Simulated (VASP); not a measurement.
Runs of VASP 6.6.1 on HgTe. The structure is cubic, space group F-43m (No. 216). The conventional cell has a = 6.578 Å, b = 6.578 Å, c = 6.578 Å, α = 90.00°, β = 90.00°, γ = 90.00°. Hg (site symmetry -43m) has 4 Te at 2.85 Å within 3.8 Å. Within 3.8 Å of Te (site symmetry -43m) lie 4 Hg at 2.85 Å. 

```tsv
level	spin	k mesh	cutoff (eV)	smearing	gap on the mesh (eV)	pressure (GPa)
r2SCAN	off	4 × 4 × 4	550	fermi-dirac 0.02 eV	none	0.4
PBEsol	off	4 × 4 × 4, shifted	500	fermi-dirac 0.02 eV	(a)	-1.1
PBEsol	off	4 × 4 × 4	500	fermi-dirac 0.02 eV	none	-0.7
PBEsol	collinear, zero start	4 × 4 × 4	500	fermi-dirac 0.02 eV	none	-0.7
PBEsol	off	4 × 4 × 4	500	methfessel-paxton 0.2 eV	none	-0.7
```

Alike in all rows: task single point; potentials or basis VASP PAW PBE potentials, release 64 (Hg, Te); cell as given.

Q: Estimate the missing entries.

A: (a) 0.72.

Caveats: some runs use coarse meshes; the PAW data sets were made with another functional, which shifts forces and pressure a little; spin-orbit coupling is left out, which moves the levels of the heavy elements; semilocal functionals underestimate gaps, and a narrow one can read as zero (at least some runs); a shifted mesh leaves out Γ, where band edges can lie (at least some runs).

A k mesh can miss the band edges, and the runs leave out spin-orbit coupling on Hg, Te.

A gap of «none» marks levels without a gap at the run's occupations.
